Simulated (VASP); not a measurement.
# Ca8C in VASP: single point with PBE

Aim: the single point of Ca8C with PBE.

All numbers are computed with VASP 6.6.1; they aren't measurements. Logs are shortened: lines on timing, memory, paths and dates and some standing lists are left out, and cuts for length are marked.

### 1 The cell of the first run

The cell holds a slab with vacuum, 9 atoms: a = 7.813 Å, b = 7.813 Å, c = 18.498 Å, α = 90.00°, β = 90.00°, γ = 120.00°.

### 2 Single point, PBE

Contents of INCAR:

```
SYSTEM = Ca8C
ALGO = Normal ; DIPOL = 0.5 0.5 0.297
EDIFF = 1E-7 ; ENCUT = 520
GGA = PE ; IDIPOL = 3
ISIF = 2 ; ISMEAR = 0
LASPH = .True. ; LCHARG = .True.
LDIPOL = .True. ; LELF = .True.
LREAL = .False. ; LVACPOTAV = .True.
LVHAR = .True. ; LWAVE = .False.
NBANDS = 52 ; NELM = 100
PREC = Accurate ; SIGMA = 0.1
```

Contents of KPOINTS:

```
k-points
0
Gamma
  6 6 1
  0 0 0
```

Contents of POSCAR:

```
Ca8C
1.0
    7.8132359333      0.0000000000      0.0000000000
   -3.9066179666      6.7664608040      0.0000000000
    0.0000000000      0.0000000000     18.4977493743
Ca C
8 1
Direct
    0.3333333333      0.1666666667      0.2162425233
    0.3333333333      0.6666666667      0.2162425233
    0.8333333333      0.1666666667      0.2162425233
    0.8333333333      0.6666666667      0.2162425233
    0.1666666667      0.3333333333      0.3783027455
    0.1666666667      0.8333333333      0.3783027455
    0.6666666667      0.3333333333      0.3783027455
    0.6666666667      0.8333333333      0.3783027455
    0.5000000000      0.5000000000      0.2978621639
```

Potentials or basis: VASP PAW PBE potentials, release 64 (Ca_sv, C).

Launch:

```bash
> cat potpaw_PBE.64/Ca_sv/POTCAR potpaw_PBE.64/C/POTCAR > POTCAR
> mpirun -np 1 vasp_std > vasp.out
```

OUTCAR:

```text
SYSTEM = Ca8C
   EDIFF = 1E-7
   ENCUT = 520
   GGA = PE
   ISIF = 2
   ISMEAR = 0
   LASPH = .True.
   LREAL = .False.
   NELM = 100
   PREC = Accurate

 ion  position               nearest neighbor table
   1  0.333  0.167  0.216-
   2  0.333  0.667  0.216-
   3  0.833  0.167  0.216-
   4  0.833  0.667  0.216-
   5  0.167  0.333  0.378-
   6  0.167  0.833  0.378-
   7  0.667  0.333  0.378-
   8  0.667  0.833  0.378-
   9  0.500  0.500  0.298-

  LATTYP: Found a hexagonal cell.
 ALAT       =     7.8132359333
 C/A-ratio  =     2.3674889037

  Lattice vectors:

 A1 = (   7.8132359333,   0.0000000000,   0.0000000000)
 A2 = (  -3.9066179666,   6.7664608040,   0.0000000000)
 A3 = (   0.0000000000,   0.0000000000,  18.4977493743)

Analysis of symmetry for initial positions (statically):
=====================================================================
 Subroutine PRICEL returns:
 Original cell was already a primitive cell.

 Routine SETGRP: Setting up the symmetry group for a
 hexagonal supercell.

 Subroutine GETGRP returns: Found  6 space group operations
 (whereof  2 operations were pure point group operations)
 out of a pool of 24 trial point group operations.

The static configuration has the point symmetry C_1h.
 The point group associated with its full space group is C_3v.

Analysis of symmetry for dynamics (positions and initial velocities):
=====================================================================
 Subroutine PRICEL returns:
 Original cell was already a primitive cell.

 Routine SETGRP: Setting up the symmetry group for a
 hexagonal supercell.

 Subroutine GETGRP returns: Found  6 space group operations
 (whereof  2 operations were pure point group operations)
 out of a pool of 24 trial point group operations.

The dynamic configuration has the point symmetry C_1h.
 The point group associated with its full space group is C_3v.

 Subroutine INISYM returns: Found  6 space group operations
 (whereof  2 operations are pure point group operations),
 and found     1 'primitive' translations

----------------------------------------------------------------------------------------

                                     Primitive cell
[... 94 lines left out ...]
   ISYM   =      2    0-nonsym 1-usesym 2-fastsym
   POTIM  = 0.5000    time-step for ionic-motion
   TEBEG  =    0.0;   TEEND  =   0.0 temperature during run
   PSTRESS=    0.0 pullay stress
   NELECT =      84.0000    total number of electrons
   NUPDOWN=      -1.0000    fix difference up-down
   EMIN   =  10.00;   EMAX   =-10.00  energy-range for DOS
   EFERMI =   0.00;   METHOD = LEGACY
   ISMEAR =     0;   SIGMA  =   0.10  broadening in eV -4-tet -1-fermi 0-gaus
   EFERMI_NEDOS =   21; number of points for ismear=-14 and -15
   IALGO  =     38    algorithm
   IMIX   =      4    mixing-type and parameters
     AMIX     =   0.40;   BMIX     =  1.00
     AMIX_MAG =   1.60;   BMIX_MAG =  1.00
  volume/ion in A,a.u.               =     108.66       733.27
  Fermi-wavevector in a.u.,A,eV,Ry     =   0.722322  1.364990  7.098825  0.521749
  Thomas-Fermi vector in A             =   1.812255
   LORBIT       =      0    0 simple, 1 ext, 2 COOP (PROOUT), +10 PAW based schemes
   GGA     = PE    functional components
   LHFCALC =     F    Hartree Fock is set to
   AEXX    =    0.0000 exact exchange contribution
   IVDW    =     0    specifies the selected vdW correction
   LEPSILON=     F    determine dielectric tensor
   LRPA    =     F    only Hartree local field effects (RPA)
 non-spin polarized calculation
 Gauss-broadening in eV      SIGMA  =   0.10
  energy-cutoff  :      520.00
  volume of cell :      977.94
 maximum number of plane-waves:     26463
 NGX is ok and might be reduce to    60
   NGX = 29   NGY = 29   NGZ = 69

 dipolmoment           0.000000      0.000000      0.002344 electrons x Angstroem

 number of electron      83.9999987 magnetization

 dipolmoment           0.000000      0.000000     -0.002963 electrons x Angstroem

 Free energy of the ion-electron system (eV)
  ---------------------------------------------------
  ext. energy  EPLUGINS =         0.00000000
  ---------------------------------------------------
  free energy    TOTEN  =       -20.77361529 eV

  energy without entropy =      -20.70157699  energy(sigma->0) =      -20.73759614

 E-fermi :  -1.0460     XC(G=0):  -3.5946

 val. band max:       -1.0721529680   @ k =   0.1667   0.0000   0.0000
 cond. band min:      -1.0394628246   @ k =   0.3333   0.3333   0.0000
 fundamental gap:      0.0326901434
 Fermi energy:        -1.0459705944

 k-point     1 :       0.0000    0.0000    0.0000
  band No.  band energies     occupation
      1     -43.5728      2.00000
      2     -43.5691      2.00000
      3     -43.1269      2.00000
      4     -43.1194      2.00000
      5     -43.1194      2.00000
      6     -43.1118      2.00000
[... 374 lines left out ...]
     51      -0.1333      0.00000
     52       0.0941      0.00000

------------------------ aborting loop because EDIFF is reached ----------------------------------------

  FORCE on cell =-STRESS in cart. coord.  units (eV):
  Direction    XX          YY          ZZ          XY          YZ          ZX
  --------------------------------------------------------------------------------------
  -------------------------------------------------------------------------------------
  Total       -2.8501935     -2.8501935     -3.6729124     -0.0000000      0.0000000      0.0000000
  in kB       -4.6695339     -4.6695339     -6.0174121     -0.0000000      0.0000000      0.0000000
  external PRESSURE =      -5.1188266 kB  Pullay stress =       0.0000000 kB

 VOLUME and BASIS-vectors are now :
 -----------------------------------------------------------------------------
  energy-cutoff  :      520.00
  volume of cell :      977.94
      direct lattice vectors                 reciprocal lattice vectors
     7.813235933  0.000000000  0.000000000     0.127987944  0.073893874  0.000000000
    -3.906617967  6.766460804  0.000000000     0.000000000  0.147787747  0.000000000
     0.000000000  0.000000000 18.497749374     0.000000000  0.000000000  0.054060631

 POSITION                                       TOTAL-FORCE (eV/Angst)
 -----------------------------------------------------------------------------------
      1.95331      1.12774      4.00000         0.000000      0.729024      0.424288
     -0.00000      4.51097      4.00000         0.631354     -0.364512      0.424288
      5.85993      1.12774      4.00000         0.000000      0.000000     -0.065291
      3.90662      4.51097      4.00000        -0.631354     -0.364512      0.424288
      0.00000      2.25549      6.99775         0.633854      0.365956     -0.418191
     -1.95331      5.63872      6.99775         0.000000      0.000000      0.059199
      3.90662      2.25549      6.99775        -0.633854      0.365956     -0.418191
      1.95331      5.63872      6.99775        -0.000000     -0.731911     -0.418191
      1.95331      3.38323      5.50978         0.000000      0.000000     -0.012199
 -----------------------------------------------------------------------------------
    total drift:                               -0.000000      0.000000     -0.000494

  FREE ENERGIE OF THE ION-ELECTRON SYSTEM (eV)
  ---------------------------------------------------
  free  energy   TOTEN  =       -20.7736152935 eV

  energy  without entropy=      -20.7015769899  energy(sigma->0) =      -20.73759614

 vacuum level on the upper side and lower side of the slab         1.905         1.915
```

Wall time 12 min (1 thread of Intel Xeon Platinum 8488C (Sapphire Rapids), shared host); peak memory 1 GiB.

What came out:

```yaml
Free_energy: -20.7736 eV
Largest_force: 0.844 eV/Å
```

Forces in eV/Å, atoms in the order of the input:
```
Ca   0.000  0.729  0.424
Ca   0.631 -0.365  0.424
Ca   0.000  0.000 -0.065
Ca  -0.631 -0.365  0.424
Ca   0.634  0.366 -0.418
Ca   0.000  0.000  0.059
Ca  -0.634  0.366 -0.418
Ca   0.000 -0.732 -0.418
C    0.000  0.000 -0.012
```
